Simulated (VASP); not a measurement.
# C (Fd-3m) in VASP: further runs

The runs below take C through single point, with PBE, RPBE.

Everything below comes from runs of VASP 6.6.1. Logs are shortened: lines on timing, memory, paths and dates and some standing lists are left out, and cuts for length are marked.

## Step 1: The cell of the first run

Symmetry: Fd-3m, No. 227, cubic system. Conventional cell: a = 3.572 Å, b = 3.572 Å, c = 3.572 Å, α = 90.00°, β = 90.00°, γ = 90.00°. Within 2.1 Å of C (site symmetry -43m) lie 4 C at 1.55 Å.

## Step 2: Single point, PBE

INCAR reads:

```
PREC = Accurate
ENCUT = 520
EDIFF = 1E-7
ISMEAR = -1
SIGMA = 0.02
LREAL = F
LASPH = T
NELM = 60
ALGO = Normal
ISIF = 2
LWAVE = F
LCHARG = F
GGA = PE
NBANDS = 11
```

KPOINTS reads:

```
regular mesh
0
Gamma
  14 14 14
```

POSCAR reads:

```
C
1.0
    0.0000000000      1.7858175698      1.7858175698
    1.7858175698      0.0000000000      1.7858175698
    1.7858175698      1.7858175698      0.0000000000
C
2
Direct
   -0.1250000000     -0.1250000000     -0.1250000000
    0.1250000000      0.1250000000      0.1250000000
```

Potentials or basis: VASP PAW PBE potentials, release 64 (C).

The run is started by

```
$ cat potpaw_PBE.64/C/POTCAR > POTCAR
$ mpirun -np 1 vasp_std > vasp.out
```

OUTCAR:

```text
PREC = Accurate
   ENCUT = 520
   EDIFF = 1E-7
   ISMEAR = -1
   LREAL = F
   LASPH = T
   NELM = 60
   ISIF = 2
   GGA = PE

 ion  position               nearest neighbor table
   1  0.875  0.875  0.875-   2 1.55   2 1.55   2 1.55   2 1.55
   2  0.125  0.125  0.125-   1 1.55   1 1.55   1 1.55   1 1.55

  LATTYP: Found a face centered cubic cell.
 ALAT       =     3.5716351396

  Lattice vectors:

 A1 = (   0.0000000000,   1.7858175698,   1.7858175698)
 A2 = (   1.7858175698,   0.0000000000,   1.7858175698)
 A3 = (   1.7858175698,   1.7858175698,   0.0000000000)

Analysis of symmetry for initial positions (statically):
=====================================================================
 Subroutine PRICEL returns:
 Original cell was already a primitive cell.

 Routine SETGRP: Setting up the symmetry group for a
 face centered cubic supercell.

 Subroutine GETGRP returns: Found 48 space group operations
 (whereof 12 operations were pure point group operations)
 out of a pool of 48 trial point group operations.

The static configuration has the point symmetry D_3d.
 The point group associated with its full space group is O_h .

Analysis of symmetry for dynamics (positions and initial velocities):
=====================================================================
 Subroutine PRICEL returns:
 Original cell was already a primitive cell.

 Routine SETGRP: Setting up the symmetry group for a
 face centered cubic supercell.

 Subroutine GETGRP returns: Found 48 space group operations
 (whereof 12 operations were pure point group operations)
 out of a pool of 48 trial point group operations.

The dynamic configuration has the point symmetry D_3d.
 The point group associated with its full space group is O_h .

 Subroutine INISYM returns: Found 48 space group operations
 (whereof 12 operations are pure point group operations),
 and found     1 'primitive' translations

----------------------------------------------------------------------------------------

                                     Primitive cell

  volume of cell :      11.3905

  direct lattice vectors                    reciprocal lattice vectors
     0.000000000  1.785817570  1.785817570    -0.279983806  0.279983806  0.279983806
     1.785817570  0.000000000  1.785817570     0.279983806 -0.279983806  0.279983806
     1.785817570  1.785817570  0.000000000     0.279983806  0.279983806 -0.279983806

  length of vectors
     2.525527427  2.525527427  2.525527427     0.484946177  0.484946177  0.484946177

  position of ions in fractional coordinates (direct lattice)
     0.875000000  0.875000000  0.875000000
     0.125000000  0.125000000  0.125000000

  ion indices of the primitive-cell ions
   primitive index   ion index
                 1           1
                 2           2

----------------------------------------------------------------------------------------

 KPOINTS: regular mesh

Automatic generation of k-mesh.
 Grid dimensions read from file:
 generate k-points for:   14   14   14

 Generating k-lattice:

  Cartesian coordinates                     Fractional coordinates (reciprocal lattice)
    -0.019998843  0.019998843  0.019998843     0.071428571  0.000000000  0.000000000
     0.019998843 -0.019998843  0.019998843     0.000000000  0.071428571  0.000000000
     0.019998843  0.019998843 -0.019998843     0.000000000  0.000000000  0.071428571

  Length of vectors
     0.034639013  0.034639013  0.034639013

  Shift w.r.t. Gamma in fractional coordinates (k-lattice)
     0.000000000  0.000000000  0.000000000

 Subroutine IBZKPT returns following result:
 ===========================================

 Found    104 irreducible k-points:

 Following reciprocal coordinates:
            Coordinates               Weight
  0.000000  0.000000  0.000000      1.000000
  0.071429  0.000000  0.000000      8.000000
  0.142857  0.000000  0.000000      8.000000
  0.214286  0.000000  0.000000      8.000000
  0.285714  0.000000  0.000000      8.000000
  0.357143  0.000000  0.000000      8.000000
[... 16 lines left out ...]
  0.214286  0.142857  0.000000     24.000000
  0.285714  0.142857  0.000000     24.000000
 [... further k-points ...]
   k-points           NKPTS =    104   k-points in BZ     NKDIM =    104   number of bands    NBANDS=     11
   number of dos      NEDOS =    301   number of ions     NIONS =      2
   total plane-waves  NPLWV =   8000
   dimension x,y,z NGX =    20 NGY =   20 NGZ =   20
   dimension x,y,z NGXF=    40 NGYF=   40 NGZF=   40
   ions per type =               2
   NGX,Y,Z   is equivalent  to a cutoff of  13.17, 13.17, 13.17 a.u.
   NGXF,Y,Z  is equivalent  to a cutoff of  26.33, 26.33, 26.33 a.u.
 SYSTEM =  unknown system
   PREC   = accura    normal or accurate (medium, high low for compatibility)
   ISTART =      0    job   : 0-new  1-cont  2-samecut
   ICHARG =      2    charge: 1-file 2-atom 10-const
   ISPIN  =      1    spin polarized calculation?
   LNONCOLLINEAR =      F non collinear calculations
   LSORBIT =      F    spin-orbit coupling
   LASPH  =      T    aspherical Exc in radial PAW
   ENCUT  =  520.0 eV  38.22 Ry    6.18 a.u.   4.70  4.70  4.70*2*pi/ulx,y,z
   NELM   =     60;   NELMIN=  2; NELMDL= -5     # of ELM steps
   EDIFF  = 0.1E-06   stopping-criterion for ELM
   LREAL  =      F    real-space projection
   EDIFFG = 0.1E-05   stopping-criterion for IOM
   NSW    =      0    number of steps for IOM
   IBRION =     -1    ionic relax: 0-MD 1-quasi-New 2-CG
   NFREE  =      0    steps in history (QN), initial steepest desc. (CG)
   ISIF   =      2    stress and relaxation
   ISYM   =      2    0-nonsym 1-usesym 2-fastsym
   POTIM  = 0.5000    time-step for ionic-motion
   TEBEG  =    0.0;   TEEND  =   0.0 temperature during run
   PSTRESS=    0.0 pullay stress
   NELECT =       8.0000    total number of electrons
   NUPDOWN=      -1.0000    fix difference up-down
   EMIN   =  10.00;   EMAX   =-10.00  energy-range for DOS
   EFERMI =   0.00;   METHOD = LEGACY
   ISMEAR =    -1;   SIGMA  =   0.02  broadening in eV -4-tet -1-fermi 0-gaus
   EFERMI_NEDOS =   21; number of points for ismear=-14 and -15
   IALGO  =     38    algorithm
   IMIX   =      4    mixing-type and parameters
     AMIX     =   0.40;   BMIX     =  1.00
     AMIX_MAG =   1.60;   BMIX_MAG =  1.00
  volume/ion in A,a.u.               =       5.70        38.43
  Fermi-wavevector in a.u.,A,eV,Ry     =   1.455206  2.749940 28.812021  2.117624
  Thomas-Fermi vector in A             =   2.572267
   LORBIT       =      0    0 simple, 1 ext, 2 COOP (PROOUT), +10 PAW based schemes
   GGA     = PE    functional components
   LHFCALC =     F    Hartree Fock is set to
   AEXX    =    0.0000 exact exchange contribution
   IVDW    =     0    specifies the selected vdW correction
   LEPSILON=     F    determine dielectric tensor
   LRPA    =     F    only Hartree local field effects (RPA)
 non-spin polarized calculation
  energy-cutoff  :      520.00
  volume of cell :       11.39
 maximum number of plane-waves:       331
   NGX =  9   NGY =  9   NGZ =  9

 number of electron       7.9999999 magnetization

 Free energy of the ion-electron system (eV)
  ---------------------------------------------------
  ext. energy  EPLUGINS =         0.00000000
  ---------------------------------------------------
  free energy    TOTEN  =       -18.18575831 eV

  energy without entropy =      -18.18575831  energy(sigma->0) =      -18.18575831

 E-fermi :  10.0681     XC(G=0): -13.2303

 val. band max:        9.6704762225   @ k =   0.0000   0.0000   0.0000
 cond. band min:      13.7908100378   @ k =   0.3571   0.3571   0.0000
 fundamental gap:      4.1203338153
 Fermi energy:        10.0681228354

 k-point     1 :       0.0000    0.0000    0.0000
  band No.  band energies     occupation
      1     -11.7515      2.00000
      2       9.6705      2.00000
      3       9.6705      2.00000
      4       9.6705      2.00000
      5      15.2492      0.00000
      6      15.2492      0.00000
      7      15.2492      0.00000
      8      22.9083      0.00000
      9      28.9118      0.00000
     10      36.1599      0.00000
     11      36.1599      0.00000

 k-point     2 :       0.0714    0.0000    0.0000
  band No.  band energies     occupation
      1     -11.6105      2.00000
      2       8.7402      2.00000
      3       9.4287      2.00000
      4       9.4287      2.00000
      5      15.5658      0.00000
      6      15.5658      0.00000
      7      15.8020      0.00000
      8      23.0322      0.00000
      9      29.1519      0.00000
     10      34.3495      0.00000
     11      34.3495      0.00000

 k-point     3 :       0.1429    0.0000    0.0000
  band No.  band energies     occupation
      1     -11.1888      2.00000
      2       6.7027      2.00000
      3       8.8653      2.00000
      4       8.8653      2.00000
      5      16.3088      0.00000
      6      16.3088      0.00000
      7      16.7552      0.00000
      8      23.3945      0.00000
      9      29.7116      0.00000
     10      32.7960      0.00000
     11      32.7960      0.00000

 k-point     4 :       0.2143    0.0000    0.0000
  band No.  band energies     occupation
      1     -10.4909      2.00000
      2       4.3180      2.00000
      3       8.2288      2.00000
      4       8.2288      2.00000
      5      17.1092      0.00000
      6      17.1092      0.00000
      7      17.5075      0.00000
      8      23.9389      0.00000
      9      30.1956      0.00000
     10      32.0565      0.00000
     11      32.0565      0.00000
[... 239 lines left out ...]
 k-point    22 :       0.1429    0.1429    0.0000
  band No.  band energies     occupation
      1     -11.0016      2.00000
      2       7.5906      2.00000
      3       7.5906      2.00000
      4       7.9762      2.00000
      5      14.7347      0.00000
      6      17.9649      0.00000
      7      17.9649      0.00000
      8      22.7235      0.00000
      9      29.8709      0.00000
     10      30.1113      0.00000
     11      37.1124      0.00000

 k-point    23 :       0.2143    0.1429    0.0000
  band No.  band energies     occupation
      1     -10.4896      2.00000
      2       5.8719      2.00000
      3       6.9074      2.00000
      4       7.6436      2.00000
      5      14.9013      0.00000
      6      18.9244      0.00000
      7      18.9601      0.00000
      8      22.2522      0.00000
      9      29.5228      0.00000
     10      30.6755      0.00000
     11      36.3871      0.00000

 k-point    24 :       0.2857    0.1429    0.0000
  band No.  band energies     occupation
      1      -9.7054      2.00000
      2       3.6686      2.00000
      3       6.3670      2.00000
      4       7.0816      2.00000
      5      15.5720      0.00000
      6      19.6047      0.00000
      7      19.7131      0.00000
      8      22.0189      0.00000
      9      29.9864      0.00000
     10      31.0513      0.00000
     11      35.8976      0.00000

 [... further k-points ...]
[... 5 lines left out ...]
  --------------------------------------------------------------------------------------
  -------------------------------------------------------------------------------------
  Total        0.0461219      0.0461219      0.0461219     -0.0000000      0.0000000      0.0000000
  in kB        6.4874862      6.4874862      6.4874862     -0.0000000      0.0000000      0.0000000
  external PRESSURE =       6.4874862 kB  Pullay stress =       0.0000000 kB

 VOLUME and BASIS-vectors are now :
 -----------------------------------------------------------------------------
  energy-cutoff  :      520.00
  volume of cell :       11.39
      direct lattice vectors                 reciprocal lattice vectors
     0.000000000  1.785817570  1.785817570    -0.279983806  0.279983806  0.279983806
     1.785817570  0.000000000  1.785817570     0.279983806 -0.279983806  0.279983806
     1.785817570  1.785817570  0.000000000     0.279983806  0.279983806 -0.279983806

 POSITION                                       TOTAL-FORCE (eV/Angst)
 -----------------------------------------------------------------------------------
      3.12518      3.12518      3.12518        -0.000000     -0.000000      0.000000
      0.44645      0.44645      0.44645         0.000000      0.000000     -0.000000
 -----------------------------------------------------------------------------------
    total drift:                                0.000000      0.000000     -0.000000

  FREE ENERGIE OF THE ION-ELECTRON SYSTEM (eV)
  ---------------------------------------------------
  free  energy   TOTEN  =       -18.1857583082 eV

  energy  without entropy=      -18.1857583082  energy(sigma->0) =      -18.18575831
```

It took 15 s on 1 thread of Intel Xeon 8259CL, shared host; peak memory 0.12 GiB.

Results:

- Free energy: -18.1858 eV
- Pressure: 0.6 GPa
- Band gap on the k mesh: 4.12 eV (least direct gap 5.58 eV)

A k mesh can miss the band edges.

## Step 3: Single point, RPBE

This run uses another cell than the first one, of 5.78 Å³/atom.

INCAR reads:

```
SYSTEM = C
ALGO = Normal
EDIFF = 1E-7
ENCUT = 520
GGA = RP
ISIF = 2
ISMEAR = -1
LASPH = .TRUE.
LCHARG = .FALSE.
LREAL = .FALSE.
LWAVE = .FALSE.
NBANDS = 11
NELM = 100
PREC = Accurate
SIGMA = 0.02
```

KPOINTS reads:

```
k-points
0
G
  14 14 14
  0 0 0
```

POSCAR reads:

```
C
1.0
    0.0000000000      1.7943128432      1.7943128432
    1.7943128432      0.0000000000      1.7943128432
    1.7943128432      1.7943128432      0.0000000000
C
2
Direct
   -0.1250000000     -0.1250000000     -0.1250000000
    0.1250000000      0.1250000000      0.1250000000
```

Potentials or basis: VASP PAW PBE potentials, release 64 (C).

The run is started by

```
$ cat potpaw_PBE.64/C/POTCAR > POTCAR
$ mpirun -np 1 vasp_std > vasp.out
```

Run time: 18 s. Hardware: 1 thread of Intel Xeon 8259CL, shared host; peak memory 0.12 GiB.

It converged, with:

| Property | Result |
| --- | --- |
| Free energy | -17.2347 eV |
| Pressure | 0.5 GPa |
| Band gap on the k mesh | 4.09 eV (least direct gap 5.54 eV) |

Levels at points of the mesh, in eV from the valence-band top:
```csv
k point,band 2,band 3,band 4,band 5,band 6,band 7
"(0.00, 0.00, 0.00)",0.00,0.00,0.00,5.54,5.54,5.54
"(0.50, 0.00, 0.00)",-13.20,-2.76,-2.76,8.39,8.39,8.55
"(0.50, 0.50, 0.00)",-12.71,-6.20,-6.20,4.72,4.72,16.62
```

Caveat: the PAW data sets were made with another functional, which shifts forces and pressure a little. A k mesh can miss the band edges.

## Step 4: Single point, PBE

This run uses another cell than the first one: it holds 4 atoms, not 2.

INCAR reads:

```
SYSTEM = C
  ALGO = Normal
  EDIFF = 1E-7
  ENCUT = 520
  GGA = PE
  ISIF = 2
  ISMEAR = -1
  LASPH = .True.
  LCHARG = .False.
  LREAL = .False.
  LWAVE = .False.
  NBANDS = 16
  NELM = 80
  PREC = Accurate
  SIGMA = 0.02
```

KPOINTS reads:

```
k-points
0
Gamma
  12 8 12
  0 0 0
```

POSCAR reads:

```
C
1.0
   -1.7858175698      1.7858175698      0.0000000000
    0.0000000000      0.0000000000      3.5716351395
    1.7858175698      1.7858175698      0.0000000000
C
4
Direct
    0.5000000000      0.3750000000      0.2500000000
    0.0000000000      0.8750000000      0.7500000000
    0.0000000000      0.1250000000      0.2500000000
    0.5000000000      0.6250000000      0.7500000000
```

The run is started by

```
$ cat potpaw_PBE.64/C/POTCAR > POTCAR
$ mpirun -np 1 vasp_std > vasp.out
```

Wall time 64 s (1 thread of Intel Xeon 8259CL, shared host); peak memory 0.15 GiB.

It converged, with:

```
Free energy            : -36.3716 eV
Pressure               : 0.6 GPa
Band gap on the k mesh : 4.12 eV
```

Levels at points of the mesh, in eV from the valence-band top:
| k point | band 5 | band 6 | band 7 | band 8 | band 9 | band 10 | band 11 | band 12 |
| --- | --- | --- | --- | --- | --- | --- | --- | --- |
| (0.00, 0.00, 0.00) | -6.27 | 0.00 | 0.00 | 0.00 | 4.75 | 4.75 | 5.58 | 5.58 |
| (0.50, 0.00, 0.00) | -7.58 | -7.58 | -3.00 | -3.00 | 7.91 | 7.91 | 9.98 | 9.98 |
| (0.00, 0.50, 0.00) | -4.10 | -4.10 | -4.10 | -4.10 | 4.43 | 4.43 | 10.22 | 10.22 |
| (0.50, 0.50, 0.00) | -2.79 | -2.79 | -2.79 | -2.79 | 8.44 | 8.44 | 8.44 | 8.44 |
| (0.50, 0.00, 0.50) | -6.27 | -6.27 | -6.27 | -6.27 | 4.75 | 4.75 | 4.75 | 4.75 |
| (0.50, 0.50, 0.50) | -8.29 | -8.29 | -8.29 | -8.29 | 10.60 | 10.60 | 10.60 | 10.60 |

## Step 5: Overview

```csv
level,cell,k mesh,gap on the mesh (eV),pressure (GPa)
PBE,"a = 2.526 Å, angles 60.0°, 2 atoms, atomic positions A",14 × 14 × 14,4.12,0.6
RPBE,"a = 2.538 Å, angles 60.0°, 2 atoms, atomic positions A",14 × 14 × 14,4.09,0.5
PBE,"a = 2.526, b = 3.572 Å, 4 atoms, atomic positions B",12 × 8 × 12,4.12,0.6
```

Alike in all rows: task single point; potentials or basis VASP PAW PBE potentials, release 64 (C); no spin polarisation; cutoff (eV) 520; smearing fermi-dirac 0.02 eV.

Caveats: the PAW data sets were made with another functional, which shifts forces and pressure a little (at least some runs).

Absolute energies hang on the potentials; compare differences alone.
